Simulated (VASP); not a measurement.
Wanted: the native input for a VASP 6.6.1 run.

| Item | Value |
| --- | --- |
| Task | single point |
| Functional | PBE |
| Potentials or basis | VASP PAW PBE potentials, release 64 (Al, B, N) |
| Cutoff | 600 eV |
| k mesh | 3 × 3 × 3 |
| Occupations | gaussian, width 0.15 eV |
| Spin | no spin polarisation |
| Dipole correction | no |
| Further INCAR settings | ALGO = Normal; EDIFF = 1e-06; NBANDS = 20 |

The structure of Al3BN2 lies in POSCAR:

```
Al3BN2
1.0
    2.3878572255      1.3786300137      3.8254313398
   -2.3878572255      1.3786300137      3.8254313398
    0.0000000000     -2.7572600221      3.8254313418
Al B N
3 1 2
Direct
    0.7758271751      0.7758271751      0.7758271751
    0.2241728249      0.2241728249      0.2241728249
    0.0000000000      0.0000000000      0.0000000000
    0.5000000000      0.5000000000      0.5000000000
    0.3825721447      0.3825721447      0.3825721447
    0.6174278553      0.6174278553      0.6174278553
```

One way to write it, as run:

INCAR

```
PREC = Accurate ; ENCUT = 600
EDIFF = 1E-6 ; ISMEAR = 0
SIGMA = 0.15 ; LREAL = False
LASPH = True ; NELM = 120
ALGO = Normal ; ISIF = 2
LWAVE = False ; LCHARG = False
GGA = PE ; NBANDS = 20
GGA_COMPAT = False
```

KPOINTS

```
regular mesh
0
Gamma
  3 3 3
```

Potentials or basis: VASP PAW PBE potentials, release 64 (Al, B, N).

Command:

```console
$ cat potpaw_PBE.64/Al/POTCAR potpaw_PBE.64/B/POTCAR potpaw_PBE.64/N/POTCAR > POTCAR
$ mpirun -np 1 vasp_std > vasp.out
```

Results of the run:

| Property | Result |
| --- | --- |
| Pressure | -0.4 GPa |
| Largest force | 0.011 eV/Å |
| Band gap on the k mesh | zero (band 11 reaches 7.81 eV, above the bottom of band 12 at 6.19 eV) |

Caveat: the k points lie up to 0.54 Å⁻¹ apart.

Wall time 26 s on 1 thread of Intel Xeon 8259CL, on a shared host, peak memory 0.23 GiB.
